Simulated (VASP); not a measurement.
# NaCl (Fm-3m) in VASP: vibrations by perturbation theory with PBEsol

Aim: the vibrations by perturbation theory of NaCl with PBEsol.

Everything below comes from runs of VASP 6.6.1. Logs are shortened: lines on timing, memory, paths and dates and some standing lists are left out, and cuts for length are marked.

## Step 1: The cell of the first run

It takes space group Fm-3m (No. 225, cubic). The conventional cell has a = 5.221 Å, b = 5.221 Å, c = 5.221 Å, α = 90.00°, β = 90.00°, γ = 90.00°. Na (site symmetry m-3m) has 6 Cl at 2.61 Å within 3.4 Å. Cl (site symmetry m-3m) has 6 Na at 2.61 Å within 3.4 Å.

## Step 2: Vibrations by perturbation theory, PBEsol

INCAR

```
SYSTEM = NaCl
ALGO     = Normal         ! electronic algorithm
EDIFF    = 1E-8           ! SCF threshold, eV
ENCUT    = 520            ! plane-wave cutoff, eV
GGA      = PS             ! functional
IBRION   = 8              ! ionic algorithm
ISIF     = 2              ! what is computed and relaxed
ISMEAR   = 0              ! smearing method
LASPH    = .TRUE.         ! aspherical terms in the spheres
LCHARG   = .FALSE.        ! write CHGCAR
LEPSILON = .TRUE.         ! dielectric tensor by DFPT
LREAL    = .FALSE.        ! projectors in reciprocal space
LWAVE    = .FALSE.        ! write WAVECAR
NBANDS   = 14             ! bands
NELM     = 80             ! most SCF steps
NSW      = 1              ! ionic steps
PREC     = Accurate       ! precision mode
SIGMA    = 0.01           ! smearing width, eV
```

KPOINTS

```
k-points
0
G
  8 8 8
  0 0 0
```

POSCAR

```
NaCl
1.0
    0.0000000000      2.6103676461      2.6103676461
    2.6103676461      0.0000000000      2.6103676461
    2.6103676461      2.6103676461      0.0000000000
Na Cl
1 1
Direct
    0.0000000000      0.0000000000      0.0000000000
    0.5000000000      0.5000000000      0.5000000000
```

Potentials or basis: VASP PAW PBE potentials, release 64 (Na_pv, Cl).

The run is started by

```
cat potpaw_PBE.64/Na_pv/POTCAR potpaw_PBE.64/Cl/POTCAR > POTCAR
mpirun -np 1 vasp_std > vasp.out
```

OUTCAR:

```text
SYSTEM = NaCl
   EDIFF = 1E-8
   ENCUT = 520
   GGA = PS
   IBRION = 8
   ISIF = 2
   ISMEAR = 0
   LASPH = .TRUE.
   LEPSILON = .TRUE.
   LREAL = .FALSE.
   NELM = 80
   NSW = 1
   PREC = Accurate

 ion  position               nearest neighbor table
   1  0.000  0.000  0.000-   2 2.61   2 2.61   2 2.61   2 2.61   2 2.61   2 2.61
   2  0.500  0.500  0.500-   1 2.61   1 2.61   1 2.61   1 2.61   1 2.61   1 2.61

  LATTYP: Found a face centered cubic cell.
 ALAT       =     5.2207352922

  Lattice vectors:

 A1 = (   0.0000000000,   2.6103676461,   2.6103676461)
 A2 = (   2.6103676461,   0.0000000000,   2.6103676461)
 A3 = (   2.6103676461,   2.6103676461,   0.0000000000)

Analysis of symmetry for initial positions (statically):
=====================================================================
 Subroutine PRICEL returns:
 Original cell was already a primitive cell.

 Routine SETGRP: Setting up the symmetry group for a
 face centered cubic supercell.

 Subroutine GETGRP returns: Found 48 space group operations
 (whereof 48 operations were pure point group operations)
 out of a pool of 48 trial point group operations.

The static configuration has the point symmetry O_h .

Analysis of symmetry for dynamics (positions and initial velocities):
=====================================================================
 Subroutine PRICEL returns:
 Original cell was already a primitive cell.

 Routine SETGRP: Setting up the symmetry group for a
 face centered cubic supercell.

 Subroutine GETGRP returns: Found 48 space group operations
 (whereof 48 operations were pure point group operations)
 out of a pool of 48 trial point group operations.

The dynamic configuration has the point symmetry O_h .

 Subroutine INISYM returns: Found 48 space group operations
 (whereof 48 operations are pure point group operations),
[... 640 lines left out ...]
     0.01421 -0.00000  0.00000
     0.00000 -0.00082 -0.00000
    -0.00000 -0.00000 -0.00082

 MACROSCOPIC STATIC DIELECTRIC TENSOR (including local field effects in DFT)
 ------------------------------------------------------
           2.764781     0.000000    -0.000000
           0.000000     2.764781    -0.000000
          -0.000000     0.000000     2.764781
 ------------------------------------------------------

 PIEZOELECTRIC TENSOR (including local field effects)  for field in x, y, z        (e  Angst)
          XX          YY          ZZ          XY          YZ          ZX
  --------------------------------------------------------------------------------
  x     0.00000     0.00000     0.00000     0.00000     0.00000     0.00000
  y     0.00000     0.00000     0.00000     0.00000     0.00000     0.00000
  z     0.00000     0.00000     0.00000     0.00000     0.00000     0.00000

 PIEZOELECTRIC TENSOR (including local field effects)  for field in x, y, z        (C/m^2)
          XX          YY          ZZ          XY          YZ          ZX
  --------------------------------------------------------------------------------
  x     0.00000     0.00000     0.00000     0.00000     0.00000     0.00000
  y     0.00000     0.00000     0.00000     0.00000     0.00000     0.00000
  z     0.00000     0.00000     0.00000     0.00000     0.00000     0.00000

 BORN EFFECTIVE CHARGES (including local field effects) (in |e|, cummulative output)
 ---------------------------------------------------------------------------------
 ion    1
    1     1.02119     0.00000     0.00000
    2     0.00000     1.02119     0.00000
    3     0.00000     0.00000     1.02119
 ion    2
    1    -1.02119     0.00000     0.00000
    2     0.00000    -1.02119     0.00000
    3     0.00000     0.00000    -1.02119

 INTERNAL STRAIN TENSOR FOR ION    2 for displacements in x,y,z  (eV/Angst):
          X           Y           Z          XY          YZ          ZX
  --------------------------------------------------------------------------------
  x     0.00000     0.00000     0.00000     0.00000     0.00000     0.00000
  y     0.00000     0.00000     0.00000     0.00000     0.00000     0.00000
  z     0.00000     0.00000     0.00000     0.00000     0.00000     0.00000

 SECOND DERIVATIVES (NOT SYMMETRIZED)
 ------------------------------------
               1X          1Y          1Z          2X          2Y          2Z
  1X    -3.596389    0.000000    0.000000    3.596389    0.000000    0.000000
  1Y     0.000000   -3.596389    0.000000    0.000000    3.596389    0.000000
  1Z     0.000000    0.000000   -3.596389    0.000000    0.000000    3.596389
  2X     3.577555    0.000000    0.000000   -3.577555    0.000000    0.000000
  2Y     0.000000    3.577555    0.000000    0.000000   -3.577555    0.000000
  2Z     0.000000    0.000000    3.577555    0.000000    0.000000   -3.577555

 Eigenvectors and eigenvalues of the dynamical matrix
 ----------------------------------------------------

   1 f  =    7.930616 THz    49.829527 2PiTHz  264.536861 cm-1    32.798376 meV
             X         Y         Z           dx          dy          dz
      0.000000  0.000000  0.000000    -0.779665    0.000000    0.000000
      2.610368  2.610368  2.610368     0.626197    0.000000    0.000000
[... 21 lines left out ...]
   6 f/i=    0.010165 THz     0.063870 2PiTHz    0.339077 cm-1     0.042040 meV
             X         Y         Z           dx          dy          dz
      0.000000  0.000000  0.000000     0.000000    0.000000   -0.626197
      2.610368  2.610368  2.610368     0.000000    0.000000   -0.779665

--------------------------------------------------------------------------------------------------------

 MACROSCOPIC STATIC DIELECTRIC TENSOR IONIC CONTRIBUTION
 ------------------------------------------------------
           1.478818     0.000000     0.000000
           0.000000     1.478818    -0.000000
           0.000000    -0.000000     1.478818
 ------------------------------------------------------

 ELASTIC MODULI CONTR FROM IONIC RELAXATION (kBar)
 Direction    XX          YY          ZZ          XY          YZ          ZX
 --------------------------------------------------------------------------------
 XX           0.0000      0.0000      0.0000      0.0000      0.0000      0.0000
 YY           0.0000      0.0000      0.0000      0.0000      0.0000      0.0000
 ZZ           0.0000      0.0000      0.0000      0.0000      0.0000      0.0000
 XY           0.0000      0.0000      0.0000      0.0000      0.0000      0.0000
 YZ           0.0000      0.0000      0.0000      0.0000      0.0000      0.0000
 ZX           0.0000      0.0000      0.0000      0.0000      0.0000      0.0000
 --------------------------------------------------------------------------------

 PIEZOELECTRIC TENSOR IONIC CONTR  for field in x, y, z        (C/m^2)
          XX          YY          ZZ          XY          YZ          ZX
  --------------------------------------------------------------------------------
  x     0.00000     0.00000     0.00000     0.00000     0.00000     0.00000
  y     0.00000     0.00000     0.00000     0.00000     0.00000     0.00000
  z     0.00000     0.00000     0.00000     0.00000     0.00000     0.00000
```

Run time: 7.9 min. Hardware: 1 thread of Intel Xeon 8259CL, shared host; peak memory 0.22 GiB.

Results:

| Item | Value |
| --- | --- |
| Electronic dielectric tensor (diagonal) | 2.76 |
| Born charges (mean of the diagonal) | Na +1.02; Cl -1.02 e |
| Highest phonon frequency at Γ, LO-TO splitting left out | 265 cm⁻¹ |

Phonon frequencies in cm⁻¹ (negative: imaginary):
| q point | frequencies |
| --- | --- |
| (0.000, 0.000, 0.000) | 0 0 0 265 265 265 |

Electronic dielectric tensor:
```
2.76 0.00 0.00
0.00 2.76 0.00
0.00 0.00 2.76
```

Born effective charge tensors (e):
atom 1, Na
```
1.02 0.00 0.00
0.00 1.02 0.00
0.00 0.00 1.02
```
atom 2, Cl
```
-1.02  0.00  0.00
 0.00 -1.02  0.00
 0.00  0.00 -1.02
```

Caveat: the cell stands under pressure or tension, which shifts response properties.
